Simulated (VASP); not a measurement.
InSe, 4 atoms in the cell. Symmetry: C2, No. 5, monoclinic system. Conventional cell: a = 11.393 Å, b = 4.077 Å, c = 5.841 Å, α = 90.00°, β = 108.84°, γ = 90.00°. Within 3.4 Å of In (site symmetry 1) lie 3 Se at 2.61 to 2.79 Å and 1 In at 2.82 Å. Within 3.4 Å of Se (site symmetry 1) lie 3 In at 2.61 to 2.79 Å.  This cell differs from its parent crystal: atoms displaced along a vibrational mode, the cell strained.

| Item | Value |
| --- | --- |
| Program | VASP 6.6.1 |
| Task | single point |
| Functional | PBE |
| Potentials or basis | VASP PAW PBE potentials, release 64 (In_d, Se) |
| Cutoff | 520 eV |
| k mesh | 8 × 8 × 6 |
| Occupations | gaussian, width 0.05 eV |
| Spin | no spin polarisation |
| Dipole correction | no |
| Further INCAR settings | ALGO = Normal; EDIFF = 1e-06; NBANDS = 27 |

Potentials or basis: VASP PAW PBE potentials, release 64 (In_d, Se).

The run is started by

```console
$ cat potpaw_PBE.64/In_d/POTCAR potpaw_PBE.64/Se/POTCAR > POTCAR
$ mpirun -np 1 vasp_std > vasp.out
```

Hardware: 1 thread of Intel Xeon 8259CL, on a shared host.

**Question.** How long does it take, and how much memory?

**Answer.** It took 9.7 min on 1 thread of Intel Xeon 8259CL, on a shared host, peak memory 0.55 GiB. Counts: scf iterations 15, k points 114.
